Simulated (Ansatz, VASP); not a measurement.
## Nb: VASP and Ansatz over several settings

```
CELL_PARAMETERS angstrom
0.00000 2.12901 2.12901
2.12901 0.00000 2.12901
2.12901 2.12901 0.00000
ATOMIC_POSITIONS crystal
Nb 0.00000 0.00000 0.00000
```

Single points on this cell with VASP 6.6.1 and Ansatz 0.2.0. Each row is one pair of runs. Alike in all rows: spin: off; smearing: fermi-dirac, width 0.05 eV.

| level | k mesh | VASP's potentials, cutoff | Ansatz's potentials, cutoff | gap on the k mesh at the Fermi level (eV), VASP | gap on the k mesh at the Fermi level (eV), Ansatz | pressure (GPa), VASP | pressure (GPa), Ansatz |
| --- | --- | --- | --- | --- | --- | --- | --- |
| LDA | 11 × 11 × 11 | VASP PAW LDA potentials, release 64 (Nb_sv), 520 eV | Ansatz PAW, 420 eV | none | none | -13.8 | -13.7 |
| r2SCAN | 11 × 11 × 11 | VASP PAW PBE potentials, release 64 (Nb_sv), 520 eV | Ansatz PAW, 500 eV | none | none | -5.6 | -5.4 |
| HSE06 | 6 × 6 × 6 | VASP PAW PBE potentials, release 64 (Nb_sv), 520 eV | Ansatz PAW, 420 eV | none | none | -6.2 | -5.7 |

Pressure (GPa): the two programs differ by at most 0.44.

A gap of «none» marks a metal or a gap that the smearing closes.

The k mesh is coarse in some rows, so the values compare programs but aren't converged.
